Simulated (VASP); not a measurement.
# BN (P6_3mc) in VASP: notebook, part 2 of 2

VASP 6.6.1. The steps go on from the part before.

## Step 4: Single point, r2SCAN

Input file POSCAR:

```
BN
1.0
    2.5439499968      0.0000000000      0.0000000000
   -1.2719749984      2.2031253232      0.0000000000
    0.0000000000      0.0000000000      4.2078153299
B N
2 2
Direct
    0.3333333333      0.6666666667      0.0002034648
    0.6666666667      0.3333333333      0.5002034648
    0.3333333333      0.6666666667      0.3747965352
    0.6666666667      0.3333333333      0.8747965352
```

Input file INCAR.step1:

```
SYSTEM = BN
  PREC = Accurate
  ENCUT = 520
  ISMEAR = 0
  SIGMA = 0.01
  LREAL = .False.
  LASPH = .True.
  NELM = 100
  NBANDS = 16
  GGA = PE
  ALGO = Normal
  EDIFF = 1E-4
  LWAVE = .True.
  LCHARG = .False.
```

Input file INCAR.step2:

```
SYSTEM = BN
  PREC = Accurate
  ENCUT = 520
  EDIFF = 1E-6
  ISMEAR = 0
  SIGMA = 0.01
  LREAL = .False.
  LASPH = .True.
  NELM = 100
  ALGO = Normal
  ISIF = 2
  LWAVE = .False.
  LCHARG = .False.
  METAGGA = R2SCAN
  LMIXTAU = .True.
  NBANDS = 16
  ISTART = 1
```

Input file KPOINTS:

```
Automatic mesh
0
Gamma
  6 6 4
  0 0 0
```

Potentials or basis: VASP PAW PBE potentials, release 64 (B, N).

Started as:

```sh
cat potpaw_PBE.64/B/POTCAR potpaw_PBE.64/N/POTCAR > POTCAR
cp INCAR.step1 INCAR
mpirun -np 1 vasp_std > vasp.out
cp INCAR.step2 INCAR
mpirun -np 1 vasp_std > vasp.out
```

OUTCAR:

```text
SYSTEM = BN
   PREC = Accurate
   ENCUT = 520
   EDIFF = 1E-6
   ISMEAR = 0
   LREAL = .False.
   LASPH = .True.
   NELM = 100
   ISIF = 2
   METAGGA = R2SCAN
   ISTART = 1

 ion  position               nearest neighbor table
   1  0.333  0.667  0.000-   4 1.56   4 1.56   4 1.56   3 1.58
   2  0.667  0.333  0.500-   3 1.56   3 1.56   3 1.56   4 1.58
   3  0.333  0.667  0.375-   2 1.56   2 1.56   2 1.56   1 1.58
   4  0.667  0.333  0.875-   1 1.56   1 1.56   1 1.56   2 1.58

  LATTYP: Found a hexagonal cell.
 ALAT       =     2.5439499968
 C/A-ratio  =     1.6540479708

  Lattice vectors:

 A1 = (   2.5439499968,   0.0000000000,   0.0000000000)
 A2 = (  -1.2719749984,   2.2031253232,   0.0000000000)
 A3 = (   0.0000000000,   0.0000000000,   4.2078153299)

Analysis of symmetry for initial positions (statically):
=====================================================================
 Subroutine PRICEL returns:
 Original cell was already a primitive cell.

 Routine SETGRP: Setting up the symmetry group for a
 hexagonal supercell.

 Subroutine GETGRP returns: Found 12 space group operations
 (whereof  6 operations were pure point group operations)
 out of a pool of 24 trial point group operations.

The static configuration has the point symmetry C_3v.
 The point group associated with its full space group is C_6v.

Analysis of symmetry for dynamics (positions and initial velocities):
=====================================================================
 Subroutine PRICEL returns:
 Original cell was already a primitive cell.

 Routine SETGRP: Setting up the symmetry group for a
 hexagonal supercell.

 Subroutine GETGRP returns: Found 12 space group operations
 (whereof  6 operations were pure point group operations)
 out of a pool of 24 trial point group operations.

The dynamic configuration has the point symmetry C_3v.
 The point group associated with its full space group is C_6v.

 Subroutine INISYM returns: Found 12 space group operations
 (whereof  6 operations are pure point group operations),
[... 119 lines left out ...]
  Thomas-Fermi vector in A             =   2.557470
   LORBIT       =      0    0 simple, 1 ext, 2 COOP (PROOUT), +10 PAW based schemes
   METAGGA = R2SCAN    functional components
   LHFCALC =     F    Hartree Fock is set to
   AEXX    =    0.0000 exact exchange contribution
   IVDW    =     0    specifies the selected vdW correction
   LEPSILON=     F    determine dielectric tensor
   LRPA    =     F    only Hartree local field effects (RPA)
 non-spin polarized calculation
 Gauss-broadening in eV      SIGMA  =   0.01
  energy-cutoff  :      520.00
  volume of cell :       23.58
 maximum number of plane-waves:       652
 NGX is ok and might be reduce to    20
   NGX =  9   NGY =  9   NGZ = 15

 number of electron      16.0000000 magnetization

 Free energy of the ion-electron system (eV)
  ---------------------------------------------------
  ext. energy  EPLUGINS =         0.00000000
  ---------------------------------------------------
  free energy    TOTEN  =       -38.26198001 eV

  energy without entropy =      -38.26198001  energy(sigma->0) =      -38.26198001

 E-fermi :   7.5047     XC(G=0): -13.6449

 val. band max:        7.4281577138   @ k =   0.0000   0.0000   0.0000
 cond. band min:      13.1452511574   @ k =   0.3333   0.3333   0.0000
 fundamental gap:      5.7170934436
 Fermi energy:         7.5047314864

 k-point     1 :       0.0000    0.0000    0.0000
  band No.  band energies     occupation
      1     -14.0647      2.00000
      2      -9.8238      2.00000
      3      -3.9039      2.00000
      4       5.2181      2.00000
      5       5.2181      2.00000
      6       7.1579      2.00000
[... 376 lines left out ...]
      3      -1.8042      2.00000
      4      -1.8042      2.00000
      5      -0.5660      2.00000
      6      -0.5660      2.00000
[... 8 lines left out ...]
     15      25.2960      0.00000
     16      25.2960      0.00000

------------------------ aborting loop because EDIFF is reached ----------------------------------------

  FORCE on cell =-STRESS in cart. coord.  units (eV):
  Direction    XX          YY          ZZ          XY          YZ          ZX
  --------------------------------------------------------------------------------------
  -------------------------------------------------------------------------------------
  Total        0.1740798      0.1740798      0.1528332      0.0000000      0.0000000      0.0000000
  in kB       11.8264512     11.8264512     10.3830227      0.0000000      0.0000000      0.0000000
  external PRESSURE =      11.3453084 kB  Pullay stress =       0.0000000 kB

 VOLUME and BASIS-vectors are now :
 -----------------------------------------------------------------------------
  energy-cutoff  :      520.00
  volume of cell :       23.58
      direct lattice vectors                 reciprocal lattice vectors
     2.543949997  0.000000000  0.000000000     0.393089487  0.226950321  0.000000000
    -1.271974998  2.203125323  0.000000000     0.000000000  0.453900643  0.000000000
     0.000000000  0.000000000  4.207815330     0.000000000  0.000000000  0.237653015

 POSITION                                       TOTAL-FORCE (eV/Angst)
 -----------------------------------------------------------------------------------
     -0.00000      1.46875      0.00086         0.000000      0.000000     -0.002121
      1.27197      0.73438      2.10476         0.000000      0.000000     -0.002121
     -0.00000      1.46875      1.57707        -0.000000     -0.000000      0.002121
      1.27197      0.73438      3.68098         0.000000      0.000000      0.002121
 -----------------------------------------------------------------------------------
    total drift:                               -0.000000      0.000000     -0.002262

  FREE ENERGIE OF THE ION-ELECTRON SYSTEM (eV)
  ---------------------------------------------------
  free  energy   TOTEN  =       -38.2619800142 eV

  energy  without entropy=      -38.2619800142  energy(sigma->0) =      -38.26198001
```

OUTCAR.step1:

```text
SYSTEM = BN
   PREC = Accurate
   ENCUT = 520
   ISMEAR = 0
   LREAL = .False.
   LASPH = .True.
   NELM = 100
[... 624 lines left out ...]
      1.27197      0.73438      2.10476         0.000000      0.000000      0.004006
     -0.00000      1.46875      1.57707        -0.000000     -0.000000     -0.004006
      1.27197      0.73438      3.68098         0.000000     -0.000000     -0.004006
 -----------------------------------------------------------------------------------
    total drift:                               -0.000000     -0.000000     -0.000392

  FREE ENERGIE OF THE ION-ELECTRON SYSTEM (eV)
  ---------------------------------------------------
  free  energy   TOTEN  =       -34.8233167454 eV

  energy  without entropy=      -34.8233167454  energy(sigma->0) =      -34.82331675
```

OSZICAR.step1:

```text
N       E                     dE             d eps       ncg     rms          rms(c)
DAV:   1     0.370034046019E+02    0.37003E+02   -0.84371E+03   680   0.973E+02
DAV:   2    -0.346164690203E+02   -0.71620E+02   -0.67501E+02   968   0.230E+02
DAV:   3    -0.367709063096E+02   -0.21544E+01   -0.21503E+01   752   0.363E+01
DAV:   4    -0.367758302419E+02   -0.49239E-02   -0.49233E-02   816   0.198E+00
DAV:   5    -0.367758435368E+02   -0.13295E-04   -0.13295E-04   680   0.959E-02    0.951E+00
DAV:   6    -0.349903133984E+02    0.17855E+01   -0.22326E+00   848   0.136E+01    0.452E+00
DAV:   7    -0.348519382641E+02    0.13838E+00   -0.32610E-01   848   0.459E+00    0.276E+00
DAV:   8    -0.348242747309E+02    0.27664E-01   -0.53537E-02   776   0.189E+00    0.260E-01
DAV:   9    -0.348230345077E+02    0.12402E-02   -0.19398E-03   752   0.526E-01    0.136E-01
DAV:  10    -0.348233098901E+02   -0.27538E-03   -0.48296E-04   800   0.172E-01    0.254E-02
DAV:  11    -0.348233167454E+02   -0.68553E-05   -0.29589E-05   400   0.554E-02
   1 F= -.34823317E+02 E0= -.34823317E+02  d E =-.892674E-12
```

Wall time 28 s (1 thread of Intel Xeon Platinum 8259CL at 2.50GHz (Skylake/Cascade Lake), shared host); peak memory 0.13 GiB.

Results:

| Quantity | Value |
| --- | --- |
| Free energy | -38.2620 eV |
| Pressure | 1.1 GPa |
| Band gap on the k mesh | 5.72 eV, indirect (least direct gap 8.99 eV) |

Forces on the atoms (eV/Å):
```
B    0.000  0.000 -0.002
B    0.000  0.000 -0.002
N    0.000  0.000  0.002
N    0.000  0.000  0.002
```

Stress tensor (GPa, compression positive):
```
1.18 0.00 0.00
0.00 1.18 0.00
0.00 0.00 1.04
```

Caveat: the k points lie up to 0.48 Å⁻¹ apart; the PAW data sets were made with another functional, which shifts forces and pressure a little. A k mesh can miss the band edges.

## Step 5: Overview

| level | potentials or basis | k mesh | gap on the mesh (eV) | pressure (GPa) |
| --- | --- | --- | --- | --- |
| LDA | VASP PAW LDA potentials, release 64 (B, N) | 6 × 6 × 4 | 4.96 | -8.4 |
| PBE | VASP PAW PBE potentials, release 64 (B, N) | 9 × 9 × 4 | 5.19 | 4.9 |
| r2SCAN | VASP PAW PBE potentials, release 64 (B, N) | 6 × 6 × 4 | 5.72 | 1.1 |

Alike in all rows: task single point; no spin polarisation; cell as given; cutoff (eV) 520; smearing gaussian 0.01 eV.

Caveats: some runs use coarse meshes; the PAW data sets were made with another functional, which shifts forces and pressure a little (some runs).

Total energies depend on the potentials used, so only differences within one code and one set of settings carry meaning.
